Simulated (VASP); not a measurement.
Set up this calculation in VASP 6.6.1, as the native input.

```yaml
Task: single point
Functional: PBE
Potentials_or_basis: VASP PAW PBE potentials, release 64 (Mg, O)
Cutoff: 520 eV
k_mesh: 9 × 9 × 2
Occupations: gaussian, width 0.05 eV
Spin: no spin polarisation
Dipole_correction: no
Further_INCAR_settings: ALGO = Normal; EDIFF = 1e-06; NBANDS = 26
```

The structure of MgO lies in POSCAR:

```
MgO
1.0
    3.4446000000      0.0000000000      0.0000000000
   -1.7223000000      2.9831111059      0.0000000000
    0.0000000000      0.0000000000     10.2335000000
Mg O
4 4
Direct
    0.3333333333      0.6666666667      0.9694906392
    0.0000000000      0.0000000000      0.2208211786
    0.0000000000      0.0000000000      0.7208211786
    0.6666666667      0.3333333333      0.4694906392
    0.3333333333      0.6666666667      0.7800420079
    0.0000000000      0.0000000000      0.5296443544
    0.0000000000      0.0000000000      0.0296443544
    0.6666666667      0.3333333333      0.2800420079
```

These files were run (other wordings do the same):

INCAR

```
  ALGO = Normal
  EDIFF = 1E-6
  ENCUT = 520
  GGA = PE
  ISIF = 2
  ISMEAR = 0
  LASPH = True
  LCHARG = False
  LREAL = False
  LWAVE = False
  NBANDS = 26
  NELM = 80
  PREC = Accurate
  SIGMA = 0.05
```

KPOINTS

```
k-points
0
Gamma
  9 9 2
```

Potentials or basis: VASP PAW PBE potentials, release 64 (Mg, O).

Launch:

```console
$ cat potpaw_PBE.64/Mg/POTCAR potpaw_PBE.64/O/POTCAR > POTCAR
$ mpirun -np 1 vasp_std > vasp.out
```

Results of the run:

| Property | Result |
| --- | --- |
| Pressure | -6.8 GPa |
| Largest force | 0.609 eV/Å |
| Band gap on the k mesh | 2.92 eV, direct |

It took 56 s on 1 thread of Intel(R) Xeon(R) 6975P-C (Granite Rapids), with other jobs on the host, peak memory 0.25 GiB.
